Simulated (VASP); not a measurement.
# MoSe2 (P6_3/mmc) in VASP: a series of runs

Runs on MoSe2. Level: PBE+D3(BJ). Tasks: single point, relaxation of cell and atoms.

Everything below comes from runs of VASP 6.6.1. Logs are shortened: lines on timing, memory, paths and dates and some standing lists are left out, and cuts for length are marked.

### 1 The cell of the first run

Symmetry: P6_3/mmc, No. 194, hexagonal system. The conventional cell has a = 3.277 Å, b = 3.277 Å, c = 12.732 Å, α = 90.00°, β = 90.00°, γ = 120.00°. Mo (site symmetry -6m2) has 6 Se at 2.53 Å and 6 Mo at 3.28 Å within 3.3 Å. Within 3.4 Å of Se (site symmetry 3m) lie 3 Mo at 2.53 Å and 7 Se at 3.28 to 3.35 Å.

### 2 Single point, PBE+D3(BJ)

Input file INCAR:

```
SYSTEM = MoSe2
PREC = Accurate
ENCUT = 520
EDIFF = 1E-7
ISMEAR = 0
SIGMA = 0.02
LREAL = .FALSE.
LASPH = .TRUE.
NELM = 100
ALGO = Normal
ISIF = 2
LWAVE = .FALSE.
LCHARG = .FALSE.
GGA = PE
IVDW = 12
NBANDS = 35
```

Input file KPOINTS:

```
regular mesh
0
G
  9 9 2
  0 0 0
```

Input file POSCAR:

```
MoSe2
1.0
    3.2767014324      0.0000000000      0.0000000000
   -1.6383507162      2.8377066811      0.0000000000
    0.0000000000      0.0000000000     12.7315167642
Mo Se
2 4
Direct
    0.3333333333      0.6666666667      0.2500000000
    0.6666666667      0.3333333333      0.7500000000
    0.3333333333      0.6666666667      0.6184947759
    0.6666666667      0.3333333333      0.1184947759
    0.3333333333      0.6666666667      0.8815052241
    0.6666666667      0.3333333333      0.3815052241
```

Potentials or basis: VASP PAW PBE potentials, release 64 (Mo_sv, Se).

Started as:

```console
$ cat potpaw_PBE.64/Mo_sv/POTCAR potpaw_PBE.64/Se/POTCAR > POTCAR
$ mpirun -np 1 vasp_std > vasp.out
```

OUTCAR:

```text
SYSTEM = MoSe2
   PREC = Accurate
   ENCUT = 520
   EDIFF = 1E-7
   ISMEAR = 0
   LREAL = .FALSE.
   LASPH = .TRUE.
   NELM = 100
   ISIF = 2
   GGA = PE
   IVDW = 12
 IVDW          = 12

 ion  position               nearest neighbor table
   1  0.333  0.667  0.250-   4 2.53   6 2.53   4 2.53   6 2.53   4 2.53   6 2.53
   2  0.667  0.333  0.750-   3 2.53   5 2.53   3 2.53   5 2.53   3 2.53   5 2.53
   3  0.333  0.667  0.618-   2 2.53   2 2.53   2 2.53
   4  0.667  0.333  0.118-   1 2.53   1 2.53   1 2.53
   5  0.333  0.667  0.882-   2 2.53   2 2.53   2 2.53
   6  0.667  0.333  0.382-   1 2.53   1 2.53   1 2.53

  LATTYP: Found a hexagonal cell.
 ALAT       =     3.2767014324
 C/A-ratio  =     3.8854674516

  Lattice vectors:

 A1 = (   3.2767014324,   0.0000000000,   0.0000000000)
 A2 = (  -1.6383507162,   2.8377066811,   0.0000000000)
 A3 = (   0.0000000000,   0.0000000000,  12.7315167642)

Analysis of symmetry for initial positions (statically):
=====================================================================
 Subroutine PRICEL returns:
 Original cell was already a primitive cell.

 Routine SETGRP: Setting up the symmetry group for a
 hexagonal supercell.

 Subroutine GETGRP returns: Found 24 space group operations
 (whereof 12 operations were pure point group operations)
 out of a pool of 24 trial point group operations.

The static configuration has the point symmetry D_3d.
 The point group associated with its full space group is D_6h.

Analysis of symmetry for dynamics (positions and initial velocities):
=====================================================================
 Subroutine PRICEL returns:
 Original cell was already a primitive cell.

 Routine SETGRP: Setting up the symmetry group for a
 hexagonal supercell.

 Subroutine GETGRP returns: Found 24 space group operations
 (whereof 12 operations were pure point group operations)
 out of a pool of 24 trial point group operations.

The dynamic configuration has the point symmetry D_3d.
 The point group associated with its full space group is D_6h.

 Subroutine INISYM returns: Found 24 space group operations
 (whereof 12 operations are pure point group operations),
 and found     1 'primitive' translations

----------------------------------------------------------------------------------------

                                     Primitive cell

  volume of cell :     118.3817

  direct lattice vectors                    reciprocal lattice vectors
     3.276701432  0.000000000  0.000000000     0.305184961  0.176198620  0.000000000
    -1.638350716  2.837706681  0.000000000     0.000000000  0.352397239  0.000000000
     0.000000000  0.000000000 12.731516764     0.000000000  0.000000000  0.078545237

  length of vectors
     3.276701432  3.276701432 12.731516764     0.352397239  0.352397239  0.078545237

  position of ions in fractional coordinates (direct lattice)
     0.333333333  0.666666667  0.250000000
     0.666666667  0.333333333  0.750000000
     0.333333333  0.666666667  0.618494776
     0.666666667  0.333333333  0.118494776
     0.333333333  0.666666667  0.881505224
     0.666666667  0.333333333  0.381505224

  ion indices of the primitive-cell ions
   primitive index   ion index
                 1           1
                 2           2
                 3           3
                 4           4
                 5           5
                 6           6

----------------------------------------------------------------------------------------

 KPOINTS: regular mesh

Automatic generation of k-mesh.
 Grid dimensions read from file:
 generate k-points for:    9    9    2

 Generating k-lattice:

  Cartesian coordinates                     Fractional coordinates (reciprocal lattice)
     0.033909440  0.019577624  0.000000000     0.111111111  0.000000000  0.000000000
     0.000000000  0.039155249  0.000000000     0.000000000  0.111111111  0.000000000
     0.000000000  0.000000000  0.039272618     0.000000000  0.000000000  0.500000000

  Length of vectors
     0.039155249  0.039155249  0.039272618

  Shift w.r.t. Gamma in fractional coordinates (k-lattice)
     0.000000000  0.000000000  0.000000000

 Subroutine IBZKPT returns following result:
 ===========================================

 Found     24 irreducible k-points:

 Following reciprocal coordinates:
            Coordinates               Weight
  0.000000  0.000000  0.000000      1.000000
  0.111111  0.000000  0.000000      6.000000
  0.222222  0.000000  0.000000      6.000000
  0.333333 -0.000000  0.000000      6.000000
  0.444444  0.000000  0.000000      6.000000
  0.111111  0.111111  0.000000      6.000000
[... 16 lines left out ...]
  0.333333  0.222222  0.500000     12.000000
  0.333333  0.333333  0.500000      2.000000
   k-points           NKPTS =     24   k-points in BZ     NKDIM =     24   number of bands    NBANDS=     35
   number of dos      NEDOS =    301   number of ions     NIONS =      6
   total plane-waves  NPLWV =  55296
   dimension x,y,z NGX =    24 NGY =   24 NGZ =   96
   dimension x,y,z NGXF=    48 NGYF=   48 NGZF=  192
   ions per type =               2   4
   NGX,Y,Z   is equivalent  to a cutoff of  12.18, 12.18, 12.54 a.u.
   NGXF,Y,Z  is equivalent  to a cutoff of  24.35, 24.35, 25.07 a.u.
 SYSTEM =  MoSe2
   PREC   = accura    normal or accurate (medium, high low for compatibility)
   ISTART =      0    job   : 0-new  1-cont  2-samecut
   ICHARG =      2    charge: 1-file 2-atom 10-const
   ISPIN  =      1    spin polarized calculation?
   LNONCOLLINEAR =      F non collinear calculations
   LSORBIT =      F    spin-orbit coupling
   LASPH  =      T    aspherical Exc in radial PAW
   ENCUT  =  520.0 eV  38.22 Ry    6.18 a.u.   6.09  6.09 23.67*2*pi/ulx,y,z
   NELM   =    100;   NELMIN=  2; NELMDL= -5     # of ELM steps
   EDIFF  = 0.1E-06   stopping-criterion for ELM
   LREAL  =      F    real-space projection
   EDIFFG = 0.1E-05   stopping-criterion for IOM
   NSW    =      0    number of steps for IOM
   IBRION =     -1    ionic relax: 0-MD 1-quasi-New 2-CG
   NFREE  =      0    steps in history (QN), initial steepest desc. (CG)
   ISIF   =      2    stress and relaxation
   ISYM   =      2    0-nonsym 1-usesym 2-fastsym
   POTIM  = 0.5000    time-step for ionic-motion
   TEBEG  =    0.0;   TEEND  =   0.0 temperature during run
   PSTRESS=    0.0 pullay stress
   NELECT =      52.0000    total number of electrons
   NUPDOWN=      -1.0000    fix difference up-down
   EMIN   =  10.00;   EMAX   =-10.00  energy-range for DOS
   EFERMI =   0.00;   METHOD = LEGACY
   ISMEAR =     0;   SIGMA  =   0.02  broadening in eV -4-tet -1-fermi 0-gaus
   EFERMI_NEDOS =   21; number of points for ismear=-14 and -15
   IALGO  =     38    algorithm
   IMIX   =      4    mixing-type and parameters
     AMIX     =   0.40;   BMIX     =  1.00
     AMIX_MAG =   1.60;   BMIX_MAG =  1.00
  volume/ion in A,a.u.               =      19.73       133.15
  Fermi-wavevector in a.u.,A,eV,Ry     =   1.244460  2.351689 21.071096  1.548682
  Thomas-Fermi vector in A             =   2.378726
   LORBIT       =      0    0 simple, 1 ext, 2 COOP (PROOUT), +10 PAW based schemes
   GGA     = PE    functional components
   LHFCALC =     F    Hartree Fock is set to
   AEXX    =    0.0000 exact exchange contribution
   IVDW    =    12    specifies the selected vdW correction
   LEPSILON=     F    determine dielectric tensor
   LRPA    =     F    only Hartree local field effects (RPA)
 non-spin polarized calculation
 Gauss-broadening in eV      SIGMA  =   0.02
  energy-cutoff  :      520.00
  volume of cell :      118.38
 maximum number of plane-waves:      3228
   NGX = 13   NGY = 13   NGZ = 47

 number of electron      52.0000004 magnetization

 Free energy of the ion-electron system (eV)
  ---------------------------------------------------
  ext. energy  EPLUGINS =         0.00000000
  ---------------------------------------------------
  free energy    TOTEN  =       -39.80793741 eV

  energy without entropy =      -39.80793741  energy(sigma->0) =      -39.80793741

 E-fermi :   6.8849     XC(G=0): -10.8329

 val. band max:        6.7310341699   @ k =   0.0000   0.0000   0.0000
 cond. band min:       7.5784045912   @ k =   0.2222   0.1111   0.0000
 fundamental gap:      0.8473704213
 Fermi energy:         6.8848782012

 k-point     1 :       0.0000    0.0000    0.0000
  band No.  band energies     occupation
      1     -54.4709      2.00000
      2     -54.4709      2.00000
      3     -28.6426      2.00000
      4     -28.6425      2.00000
      5     -28.4434      2.00000
      6     -28.4434      2.00000
[... 27 lines left out ...]
     34       9.5940      0.00000
     35      12.0941      0.00000

 k-point     2 :       0.1111    0.0000    0.0000
  band No.  band energies     occupation
      1     -54.4679      2.00000
      2     -54.4679      2.00000
      3     -28.6357      2.00000
      4     -28.6357      2.00000
      5     -28.4762      2.00000
      6     -28.4762      2.00000
[... 27 lines left out ...]
     34       9.5717      0.00000
     35      12.9711      0.00000

 k-point     3 :       0.2222    0.0000    0.0000
  band No.  band energies     occupation
      1     -54.4604      2.00000
      2     -54.4603      2.00000
      3     -28.6184      2.00000
      4     -28.6183      2.00000
      5     -28.5584      2.00000
      6     -28.5584      2.00000
[... 27 lines left out ...]
     34      10.0981      0.00000
     35      13.7352      0.00000
[... 723 lines left out ...]
 k-point    23 :       0.3333    0.2222    0.5000
  band No.  band energies     occupation
      1     -54.4436      2.00000
      2     -54.4436      2.00000
      3     -28.6774      2.00000
      4     -28.6774      2.00000
      5     -28.5800      2.00000
      6     -28.5800      2.00000
[... 27 lines left out ...]
     34      10.5542      0.00000
     35      12.9562      0.00000

 k-point    24 :       0.3333    0.3333    0.5000
  band No.  band energies     occupation
      1     -54.4421      2.00000
      2     -54.4421      2.00000
      3     -28.6506      2.00000
      4     -28.6506      2.00000
      5     -28.6184      2.00000
      6     -28.6184      2.00000
[... 27 lines left out ...]
     34      10.6514      0.00000
     35      13.0317      0.00000

------------------------ aborting loop because EDIFF is reached ----------------------------------------

 Edisp (eV)   -2.87574

 E8    (eV) :    -1.2406

  FORCE on cell =-STRESS in cart. coord.  units (eV):
  Direction    XX          YY          ZZ          XY          YZ          ZX
  --------------------------------------------------------------------------------------
  -------------------------------------------------------------------------------------
  Total       0.18742     0.18742     0.23865     0.00000     0.00000     0.00000
  in kB       2.53657     2.53657     3.22995     0.00000     0.00000     0.00000
  external pressure =        2.77 kB  Pullay stress =        0.00 kB

 VOLUME and BASIS-vectors are now :
 -----------------------------------------------------------------------------
  energy-cutoff  :      520.00
  volume of cell :      118.38
      direct lattice vectors                 reciprocal lattice vectors
     3.276701432  0.000000000  0.000000000     0.305184961  0.176198620  0.000000000
    -1.638350716  2.837706681  0.000000000     0.000000000  0.352397239  0.000000000
     0.000000000  0.000000000 12.731516764     0.000000000  0.000000000  0.078545237

 POSITION                                       TOTAL-FORCE (eV/Angst)
 -----------------------------------------------------------------------------------
     -0.00000      1.89180      3.18288         0.000000      0.000000     -0.000000
      1.63835      0.94590      9.54864        -0.000000     -0.000000     -0.000000
     -0.00000      1.89180      7.87438         0.000000     -0.000000     -0.034785
      1.63835      0.94590      1.50862         0.000000      0.000000     -0.034785
     -0.00000      1.89180     11.22290        -0.000000     -0.000000      0.034785
      1.63835      0.94590      4.85714         0.000000      0.000000      0.034785
 -----------------------------------------------------------------------------------
    total drift:                               -0.000000      0.000000     -0.000000

  FREE ENERGIE OF THE ION-ELECTRON SYSTEM (eV)
  ---------------------------------------------------
  free  energy   TOTEN  =       -42.6836813403 eV

  energy  without entropy=      -42.6836813403  energy(sigma->0) =      -42.68368134
```

Wall time 100 s (1 thread of Intel Xeon 6975P-C (Granite Rapids), shared host); peak memory 0.26 GiB.

What came out:

| Quantity | Value |
| --- | --- |
| Free energy | -42.6837 eV |
| Pressure | 0.3 GPa |
| Largest force | 0.035 eV/Å |
| Band gap on the k mesh | 0.85 eV (least direct gap 1.46 eV) |
| Dispersion energy per atom | -0.479 eV |

Forces on the atoms (eV/Å):
```
Mo   0.000  0.000  0.000
Mo   0.000  0.000  0.000
Se   0.000  0.000 -0.035
Se   0.000  0.000 -0.035
Se   0.000  0.000  0.035
Se   0.000  0.000  0.035
```

Caveat: an odd mesh through Γ misses points on the zone boundary, where band edges can lie. As with any semilocal functional, this PBE gap is likely too small.

### 3 Relaxation of cell and atoms, PBE+D3(BJ)

Input file INCAR:

```
PREC = Accurate
ENCUT = 600
EDIFF = 1E-7
ISMEAR = 0
SIGMA = 0.02
LREAL = False
LASPH = True
NELM = 60
ALGO = Normal
ISIF = 3
LWAVE = False
LCHARG = False
GGA = PE
IVDW = 12
IBRION = 2
NSW = 100
EDIFFG = -0.005
```

Input file KPOINTS:

```
Automatic mesh
0
Gamma
  9 9 2
```

Input file POSCAR:

```
MoSe2
1.0
    3.2777600212      0.0000000000      0.0000000000
   -1.6388800106      2.8386234459      0.0000000000
    0.0000000000      0.0000000000     12.7181665787
Mo Se
2 4
Direct
    0.3333333333      0.6666666667      0.2500000000
    0.6666666667      0.3333333333      0.7500000000
    0.3333333333      0.6666666667      0.6183846700
    0.6666666667      0.3333333333      0.1183846700
    0.3333333333      0.6666666667      0.8816153300
    0.6666666667      0.3333333333      0.3816153300
```

Potentials or basis: VASP PAW PBE potentials, release 64 (Mo_sv, Se).

Started as:

```console
$ cat potpaw_PBE.64/Mo_sv/POTCAR potpaw_PBE.64/Se/POTCAR > POTCAR
$ mpirun -np 1 vasp_std > vasp.out
```

Wall time 5.6 min (1 thread of Intel Xeon 6975P-C (Granite Rapids), shared host); peak memory 0.35 GiB.

Results (log left out):

| Quantity | Value |
| --- | --- |
| Free energy | -42.6844 eV |
| Relaxed volume | 19.75 Å³/atom |
| Relaxed cell | a = 3.279 Å, b = 3.279 Å, c = 12.726 Å, α = 90.00°, β = 90.00°, γ = 120.00° |
| Space group after relaxing (to 0.1 Å) | P6_3/mmc (No. 194) |
| Energy gained by relaxing | 0.0 meV/atom |
| Ionic steps | 3 |
| Pressure after relaxing | 0.0 GPa |
| Band gap on the k mesh | 0.84 eV (least direct gap 1.46 eV) |
| Dispersion energy per atom | -0.479 eV |

The path:
| step | energy change (eV) | largest force (eV/Å) | pressure (GPa) | volume (Å³) |
| --- | --- | --- | --- | --- |
| 1 | 0.0000 | 0.0309 | 0.21 | 118.33 |
| 2 | 0.0004 | 0.0606 | -0.41 | 118.77 |
| 3 | -0.0001 | 0.0005 | 0.00 | 118.48 |

Final structure:
```
Mo Se
1.0
     3.27873    0.00000    0.00000
    -1.63937    2.83946    0.00000
     0.00000    0.00000   12.72614
Mo Se
2 4
Cartesian
  0.0000 1.8930 3.1815
  1.6394 0.9465 9.5446
  0.0000 1.8930 7.8692
  1.6394 0.9465 1.5061
  0.0000 1.8930 11.2201
  1.6394 0.9465 4.8570
```

Levels at points of the mesh, in eV from the valence-band top:
```tsv
k point	band 23	band 24	band 25	band 26	band 27	band 28	band 29	band 30
(0.00, 0.00, 0.00)	-1.48	-1.19	-0.68	0.00	2.46	2.46	2.54	2.55
(0.00, 0.00, 0.50)	-1.51	-1.51	-0.16	-0.16	2.47	2.47	2.47	2.47
```

Caveat: an odd mesh through Γ misses points on the zone boundary, where band edges can lie.
